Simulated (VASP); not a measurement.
# CaS (Fm-3m) in VASP: further runs

Runs on CaS. Level: PBEsol. Tasks: single point.

Everything below comes from runs of VASP 6.6.1. Logs are shortened: lines on timing, memory, paths and dates and some standing lists are left out, and cuts for length are marked.

## (1) The cell of the first run

Symmetry: Fm-3m, No. 225, cubic system. Conventional cell: a = 5.657 Å, b = 5.657 Å, c = 5.657 Å, α = 90.00°, β = 90.00°, γ = 90.00°. Ca (site symmetry m-3m) has 6 S at 2.83 Å within 3.7 Å. S (site symmetry m-3m) has 6 Ca at 2.83 Å within 3.7 Å.

## (2) Single point, PBEsol

Input file INCAR:

```
SYSTEM = CaS
ALGO = Normal
EDIFF = 1E-6
ENCUT = 500
GGA = PS
GGA_COMPAT = .False.
ISIF = 2
ISMEAR = 0
LASPH = .True.
LCHARG = .False.
LREAL = .False.
LWAVE = .False.
NBANDS = 15
NELM = 120
PREC = Accurate
SIGMA = 0.05
```

Input file KPOINTS:

```
k-points
0
Gamma
  6 6 6
  0 0 0
```

Input file POSCAR:

```
CaS
1.0
    0.0000000000      2.8285330970      2.8285330970
    2.8285330970      0.0000000000      2.8285330970
    2.8285330970      2.8285330970      0.0000000000
Ca S
1 1
Direct
    0.0000000000      0.0000000000      0.0000000000
    0.5000000000      0.5000000000      0.5000000000
```

Potentials or basis: VASP PAW PBE potentials, release 64 (Ca_sv, S).

Command:

```console
> cat potpaw_PBE.64/Ca_sv/POTCAR potpaw_PBE.64/S/POTCAR > POTCAR
> mpirun -np 1 vasp_std > vasp.out
```

OUTCAR:

```text
SYSTEM = CaS
   EDIFF = 1E-6
   ENCUT = 500
   GGA = PS
   ISIF = 2
   ISMEAR = 0
   LASPH = .True.
   LREAL = .False.
   NELM = 120
   PREC = Accurate

 ion  position               nearest neighbor table
   1  0.000  0.000  0.000-   2 2.83   2 2.83   2 2.83   2 2.83   2 2.83   2 2.83
   2  0.500  0.500  0.500-   1 2.83   1 2.83   1 2.83   1 2.83   1 2.83   1 2.83

  LATTYP: Found a face centered cubic cell.
 ALAT       =     5.6570661940

  Lattice vectors:

 A1 = (   0.0000000000,   2.8285330970,   2.8285330970)
 A2 = (   2.8285330970,   0.0000000000,   2.8285330970)
 A3 = (   2.8285330970,   2.8285330970,   0.0000000000)

Analysis of symmetry for initial positions (statically):
=====================================================================
 Subroutine PRICEL returns:
 Original cell was already a primitive cell.

 Routine SETGRP: Setting up the symmetry group for a
 face centered cubic supercell.

 Subroutine GETGRP returns: Found 48 space group operations
 (whereof 48 operations were pure point group operations)
 out of a pool of 48 trial point group operations.

The static configuration has the point symmetry O_h .

Analysis of symmetry for dynamics (positions and initial velocities):
=====================================================================
 Subroutine PRICEL returns:
 Original cell was already a primitive cell.

 Routine SETGRP: Setting up the symmetry group for a
 face centered cubic supercell.

 Subroutine GETGRP returns: Found 48 space group operations
 (whereof 48 operations were pure point group operations)
 out of a pool of 48 trial point group operations.

The dynamic configuration has the point symmetry O_h .

 Subroutine INISYM returns: Found 48 space group operations
 (whereof 48 operations are pure point group operations),
 and found     1 'primitive' translations

----------------------------------------------------------------------------------------

                                     Primitive cell

  volume of cell :      45.2599

  direct lattice vectors                    reciprocal lattice vectors
     0.000000000  2.828533097  2.828533097    -0.176770072  0.176770072  0.176770072
     2.828533097  0.000000000  2.828533097     0.176770072 -0.176770072  0.176770072
     2.828533097  2.828533097  0.000000000     0.176770072  0.176770072 -0.176770072

  length of vectors
     4.000149867  4.000149867  4.000149867     0.306174746  0.306174746  0.306174746
[... 81 lines left out ...]
   TEBEG  =    0.0;   TEEND  =   0.0 temperature during run
   PSTRESS=    0.0 pullay stress
   NELECT =      16.0000    total number of electrons
   NUPDOWN=      -1.0000    fix difference up-down
   EMIN   =  10.00;   EMAX   =-10.00  energy-range for DOS
   EFERMI =   0.00;   METHOD = LEGACY
   ISMEAR =     0;   SIGMA  =   0.05  broadening in eV -4-tet -1-fermi 0-gaus
   EFERMI_NEDOS =   21; number of points for ismear=-14 and -15
   IALGO  =     38    algorithm
   IMIX   =      4    mixing-type and parameters
     AMIX     =   0.40;   BMIX     =  1.00
     AMIX_MAG =   1.60;   BMIX_MAG =  1.00
  volume/ion in A,a.u.               =      22.63       152.71
  Fermi-wavevector in a.u.,A,eV,Ry     =   1.157560  2.187471 18.231065  1.339945
  Thomas-Fermi vector in A             =   2.294170
   LORBIT       =      0    0 simple, 1 ext, 2 COOP (PROOUT), +10 PAW based schemes
   GGA     = PS    functional components
   LHFCALC =     F    Hartree Fock is set to
   AEXX    =    0.0000 exact exchange contribution
   IVDW    =     0    specifies the selected vdW correction
   LEPSILON=     F    determine dielectric tensor
   LRPA    =     F    only Hartree local field effects (RPA)
 non-spin polarized calculation
 Gauss-broadening in eV      SIGMA  =   0.05
  energy-cutoff  :      500.00
  volume of cell :       45.26
 maximum number of plane-waves:      1167
 NGX is ok and might be reduce to    30
   NGX = 15   NGY = 15   NGZ = 15

 number of electron      16.0000002 magnetization

 Free energy of the ion-electron system (eV)
  ---------------------------------------------------
  ext. energy  EPLUGINS =         0.00000000
  ---------------------------------------------------
  free energy    TOTEN  =       -10.91489274 eV

  energy without entropy =      -10.91489274  energy(sigma->0) =      -10.91489274

 E-fermi :   3.0219     XC(G=0):  -9.5932

 val. band max:        2.7937077780   @ k =   0.0000   0.0000   0.0000
 cond. band min:       4.9778956329   @ k =   0.5000   0.5000   0.0000
 fundamental gap:      2.1841878548
 Fermi energy:         3.0218644523

 k-point     1 :       0.0000    0.0000    0.0000
  band No.  band energies     occupation
      1     -36.1344      2.00000
      2     -17.1990      2.00000
      3     -17.1990      2.00000
      4     -17.1990      2.00000
      5      -8.6039      2.00000
      6       2.7937      2.00000
      7       2.7937      2.00000
      8       2.7937      2.00000
      9       6.8736      0.00000
     10       6.8736      0.00000
     11       6.8736      0.00000
     12       6.8869      0.00000
     13       7.5202      0.00000
     14       7.5202      0.00000
[... 257 lines left out ...]
      2     -17.3170      2.00000
      3     -17.2750      2.00000
      4     -17.2629      2.00000
      5      -7.8472      2.00000
      6       0.6492      2.00000
      7       1.3223      2.00000
      8       1.3484      2.00000
      9       6.3599      0.00000
     10       8.7011      0.00000
     11       8.7015      0.00000
     12       9.3821      0.00000
     13       9.6547      0.00000
     14      10.6891      0.00000
     15      12.8125      0.00000

------------------------ aborting loop because EDIFF is reached ----------------------------------------

  FORCE on cell =-STRESS in cart. coord.  units (eV):
  Direction    XX          YY          ZZ          XY          YZ          ZX
  --------------------------------------------------------------------------------------
  -------------------------------------------------------------------------------------
  Total       -0.1618370     -0.1618370     -0.1618370      0.0000000     -0.0000000      0.0000000
  in kB       -5.7289440     -5.7289440     -5.7289440      0.0000000     -0.0000000      0.0000000
  external PRESSURE =      -5.7289440 kB  Pullay stress =       0.0000000 kB

 VOLUME and BASIS-vectors are now :
 -----------------------------------------------------------------------------
  energy-cutoff  :      500.00
  volume of cell :       45.26
      direct lattice vectors                 reciprocal lattice vectors
     0.000000000  2.828533097  2.828533097    -0.176770072  0.176770072  0.176770072
     2.828533097  0.000000000  2.828533097     0.176770072 -0.176770072  0.176770072
     2.828533097  2.828533097  0.000000000     0.176770072  0.176770072 -0.176770072

 POSITION                                       TOTAL-FORCE (eV/Angst)
 -----------------------------------------------------------------------------------
      0.00000      0.00000      0.00000        -0.000000      0.000000     -0.000000
      2.82853      2.82853      2.82853         0.000000     -0.000000      0.000000
 -----------------------------------------------------------------------------------
    total drift:                               -0.000000      0.000000      0.000000

  FREE ENERGIE OF THE ION-ELECTRON SYSTEM (eV)
  ---------------------------------------------------
  free  energy   TOTEN  =       -10.9148927404 eV

  energy  without entropy=      -10.9148927404  energy(sigma->0) =      -10.91489274
```

stdout:

```text
POSCAR found type information on POSCAR CaS
 POSCAR found :  2 types and       2 ions
 scaLAPACK will be used
 -----------------------------------------------------------------------------
|                                                                             |
|                                                                             |
|     You enforced a specific xc type in the INCAR file but a different       |
|     I HOPE YOU KNOW WHAT YOU ARE DOING!                                     |
|                                                                             |
 -----------------------------------------------------------------------------

 LDA part: xc-table for (Slater+PW92), standard interpolation
 POSCAR, INCAR and KPOINTS ok, starting setup
 FFT: planning ... GRIDC
 FFT: planning ... GRID_SOFT
 FFT: planning ... GRID
 WAVECAR not read
 entering main loop
```

Wall time 12 s (1 thread of AMD EPYC 7R43 (Zen 3), shared host); peak memory 0.13 GiB.

What came out:

```yaml
Free_energy: -10.9149 eV
Pressure: -0.6 GPa
Band_gap_on_the_k_mesh: 2.18 eV, indirect (least direct gap 3.02 eV)
```

Caveat: the PAW data sets were made with another functional, which shifts forces and pressure a little. A k mesh can miss the band edges.

(Part 1 of 2 ends here.)
